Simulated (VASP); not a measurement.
**WSe: single point with r2SCAN**

The system is WSe.

```
W Se
1.0
     0.00000    2.61556    2.61556
     2.61556    0.00000    2.61556
     2.61556    2.61556    0.00000
W Se
1 1
Direct
  0.00000 0.00000 0.00000
  0.50000 0.50000 0.50000
```

| Quantity | Value |
| --- | --- |
| Program | VASP 6.6.1 |
| Task | single point |
| Functional | r2SCAN |
| Potentials or basis | VASP PAW PBE potentials, release 64 (W_sv, Se) |
| Cutoff | 520 eV |
| k mesh | 14 × 14 × 14 |
| Occupations | gaussian, width 0.1 eV |
| Spin | no spin polarisation |

| Item | Value |
| --- | --- |
| Pressure | -2.4 GPa |
| Band gap on the k mesh | zero (bands 10 and 11 overlap by 2.70 eV) |

Levels at points of the mesh, in eV from the Fermi level:
| k point | band 6 | band 7 | band 8 | band 9 | band 10 | band 11 | band 12 | band 13 | band 14 | band 15 |
| --- | --- | --- | --- | --- | --- | --- | --- | --- | --- | --- |
| (0.00, 0.00, 0.00) | -2.99 | -2.99 | -2.99 | -2.26 | -2.26 | -2.26 | -1.74 | -1.74 | 1.84 | 8.33 |
| (0.50, 0.00, 0.00) | -9.27 | -6.38 | -6.38 | 0.05 | 0.05 | 0.46 | 2.34 | 5.47 | 5.47 | 5.95 |
| (0.50, 0.50, 0.00) | -7.19 | -4.65 | -4.65 | -4.01 | -0.70 | 0.31 | 0.80 | 0.80 | 2.40 | 10.91 |

Run time: 5.7 min on 1 thread of Intel Xeon 8259CL (shared host), peak memory 0.22 GiB.

Caveat: the PAW data sets were made with another functional, which shifts forces and pressure a little; spin-orbit coupling is left out, which moves the levels of the heavy elements.
